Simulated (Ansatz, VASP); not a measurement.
**Two plane-wave programs on C**

```xyz
15
Lattice="3.5715 0.0000 -3.5715 0.0000 3.5715 -3.5715 3.5715 3.5715 0.0000" Properties=species:S:1:pos:R:3 pbc="T T T"
C     1.7858    1.7858   -1.7858
C     3.5715    5.3573   -3.5715
C     1.7858    3.5715   -3.5715
C     5.3573    3.5715   -3.5715
C     3.5715    1.7858   -3.5715
C     5.3573    5.3573   -5.3573
C     3.5715    3.5715   -5.3573
C     0.8929    0.8929   -0.8929
C     2.6787    2.6787   -0.8929
C     0.8929    2.6787   -2.6787
C     3.0760    4.0671   -3.1386
C     2.6787    0.8929   -2.6787
C     4.4644    2.6787   -2.6787
C     2.6787    2.6787   -4.4644
C     4.4644    4.4644   -4.4644
```

Change from the starting cell: C vacancy; atom 11 moved 0.125 of the way to it and -0.700 Å across, host rigid.

Alike in both runs: task single point; functional PBE; k mesh 6 × 6 × 6; occupations gaussian, width 0.05 eV; no spin polarisation.

|  | VASP | Ansatz |
| --- | --- | --- |
| version | VASP 6.6.1 | Ansatz 0.2.0 |
| potentials or method | VASP PAW PBE potentials, release 64 (C), cutoff 520 eV | scalar-relativistic, plane waves, PAW |
| valence electrons in the cell | 60 | 60 |

|  | VASP | Ansatz | Ansatz less VASP |
| --- | --- | --- | --- |
| gap on the k mesh at the Fermi level (eV) | none | none | - |
| pressure (GPa) | 2.1 | 1.2 | -0.93 |
| traceless stress, the component that is largest in VASP (GPa) | 15.15 | 15.20 | +0.048 |
| rms of the force components (eV/Å) | 1.883 | 1.884 | +0.0013 |

Atom by atom the forces differ by 0.013 eV/Å (rms over components). A gap of «none» marks a metal or a gap that the smearing closes. The functional is the same, so the differences come from potentials, cutoffs and numerics.
